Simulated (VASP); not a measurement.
CoO:

```xyz
2
Lattice="1.5055 0.8692 2.4399 -1.5055 0.8692 2.4399 0.0000 -1.7384 2.4399" Properties=species:S:1:pos:R:3 pbc="T T T"
Co    0.0000    0.0000    0.0000
O     0.0000    0.0000    3.6599
```

Base run:

| Property | Result |
| --- | --- |
| Program | VASP 6.6.1 |
| Functional | PBE |
| Potentials or basis | VASP PAW PBE potentials, release 64 (Co, O) |
| Cutoff | 520 eV |
| k mesh | 18 × 18 × 18 |
| Occupations | gaussian, width 0.1 eV |
| Spin | collinear spin, ferromagnetic start |
| Starting moments | [4.62, 2.2] μB |
| Fixed moment | 8 μB |

Its results: pressure 165.4 GPa; net moment 8.00 μB per cell; site moments Co +4.84; O +1.81 μB.

Question: After a change of settings the same cell gave: pressure -0.5 GPa; net moment 2.89 μB per cell; site moments Co +2.54; O +0.29 μB. Which change was it?
A. fixed moment from 8 μB to 6 μB; moments at the start from [4.62, 2.2] to [3.98, 1.51]
B. fixed moment from 8 μB to none; moments at the start from [4.62, 2.2] to [4.5, 2.5]
C. fixed moment from 8 μB to 5 μB; moments at the start from [4.62, 2.2] to [3.62, 1.1]

Answer: B.

Caveats: a cell with one magnetic atom can't hold antiferromagnetic order, which such compounds often take; the moment is held away from its start (at least some runs); the cell stands under pressure (at least some runs); the total moment is fixed, so each spin has its own Fermi level (at least some runs).
